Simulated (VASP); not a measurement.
SiNi:

```
Si Ni
1.0
     0.00000    3.39706    5.59850
     5.13841    0.00000    5.59850
     5.13841    3.39706    0.00000
Si Ni
8 8
Direct
  0.25747 0.32837 0.49253
  0.75747 0.82837 0.99253
  0.24253 0.17163 0.00747
  0.74253 0.67163 0.50747
  0.17163 0.74253 0.57837
  0.67163 0.24253 0.07837
  0.32837 0.75747 0.92163
  0.82837 0.25747 0.42163
  0.21508 0.47349 0.03492
  0.71508 0.97349 0.53492
  0.28492 0.02651 0.46508
  0.78492 0.52651 0.96508
  0.02651 0.78492 0.22349
  0.52651 0.28492 0.72349
  0.47349 0.71508 0.27651
  0.97349 0.21508 0.77651
```

Base run:

```yaml
Program: VASP 6.6.1
Functional: PBE
Potentials_or_basis: VASP PAW PBE potentials, release 64 (Si, Ni)
Cutoff: 600 eV
k_mesh: 4 × 4 × 4
Occupations: methfessel-paxton, width 0.1 eV
Spin: no spin polarisation
```

Its results: band gap on the k mesh zero (bands 56 and 57 overlap by 0.45 eV); pressure 0.0 GPa; largest force 0.016 eV/Å.

Problem. The run is repeated on the same cell with these changes: functional from PBE to LDA; potentials or basis from VASP PAW PBE potentials, release 64 (Si, Ni) to VASP PAW LDA potentials, release 64 (Si, Ni). What comes out?

Solution. Band gap on the k mesh zero (bands 56 and 57 overlap by 0.45 eV); pressure -10.3 GPa; largest force 0.143 eV/Å.

Caveats: the cell stands under tension (at least some runs).
